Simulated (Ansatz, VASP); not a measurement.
# Two plane-wave programs on Ti

```
Ti
1.0
     0.00000    2.04344    2.04344
     2.04344    0.00000    2.04344
     2.04344    2.04344    0.00000
Ti
1
Direct
  0.00000 0.00000 0.00000
```

Alike in both runs: task single point; functional PBE; k mesh 10 × 10 × 10; occupations methfessel-paxton of order 1, width 0.02 eV; no spin polarisation.

```csv
,VASP,Ansatz
version,VASP 6.6.1,Ansatz 0.2.0
potentials or method,"VASP PAW PBE potentials, release 64 (Ti_sv), cutoff 500 eV","plane waves, PAW"
valence electrons in the cell,12,12
```

```tsv
	VASP	Ansatz	Ansatz less VASP
pressure (GPa)	1.3	1.7	+0.32
```

Ansatz's warnings: stress scf threshold loose.
